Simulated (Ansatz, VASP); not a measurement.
# Sn3As: VASP beside Ansatz

```
Sn As
1.0
     6.51119    0.00000    0.00000
    -3.25560    5.63886    0.00000
     0.00000    0.00000    5.62001
Sn As
6 2
Direct
  0.33673 0.16836 0.75000
  0.83164 0.16836 0.75000
  0.83164 0.66327 0.75000
  0.66327 0.83164 0.25000
  0.16836 0.83164 0.25000
  0.16836 0.33673 0.25000
  0.66667 0.33333 0.25000
  0.33333 0.66667 0.75000
```

Alike in both runs: task single point; functional PBE; k mesh 3 × 3 × 4; occupations gaussian, width 0.1 eV; no spin polarisation.

|  | VASP | Ansatz |
| --- | --- | --- |
| version | VASP 6.6.1 | Ansatz 0.2.0 |
| potentials or method | VASP PAW PBE potentials, release 64 (Sn_d, As), cutoff 520 eV | scalar-relativistic, plane waves, PAW |
| valence electrons in the cell | 94 | 114 |

|  | VASP | Ansatz | Ansatz less VASP |
| --- | --- | --- | --- |
| gap on the k mesh at the Fermi level (eV) | none | none | - |
| pressure (GPa) | 0.5 | 0.5 | +0.03 |
| traceless stress, the component that is largest in VASP (GPa) | -2.07 | -2.07 | +0.004 |
| rms of the force components (eV/Å) | 0.041 | 0.041 | +0.0003 |

Atom by atom the forces differ by 0.000 eV/Å (rms over components). A gap of «none» marks a metal or a gap that the smearing closes. VASP's potentials hold 94 valence electrons a cell and Ansatz's 114, so a difference there can come from the potentials and not from the codes.

The k mesh is coarse, so the values compare programs but aren't converged.
